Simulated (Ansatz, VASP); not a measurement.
# One calculation of BaTiO3, two programs

```
Ba Ti O
1.0
     3.98550    0.00000    0.00000
     0.00000    2.83690    2.84515
     0.00000   -2.83690    2.84515
Ba Ti O
1 1 3
Direct
  0.00000 0.00000 0.00000
  0.50000 0.51240 0.51240
  0.00000 0.48740 0.48740
  0.50000 0.50524 0.99184
  0.50000 0.99184 0.50524
```

Alike in both runs: task relaxation of cell and atoms; functional BLYP; dispersion D3(BJ); k mesh 6 × 6 × 6; no spin polarisation.

```csv
,VASP,Ansatz
version,VASP 6.6.1,Ansatz 0.2.0
potentials or method,"VASP PAW PBE potentials, release 64 (Ba_sv, Ti_sv, O), cutoff 600 eV","plane waves, PAW"
occupations,"methfessel-paxton of order 1, width 0.01 eV","cold, width 0.01 eV"
valence electrons in the cell,40,40
```

```csv
,VASP,Ansatz,Ansatz less VASP
relaxed volume (Å³/atom),13.20,13.06,-0.138
relaxed cell length with the largest relative difference (Å),4.068,4.053,-0.0144
```

VASP's potentials were made for PBE, not for BLYP.

Neither program's run includes spin-orbit coupling.
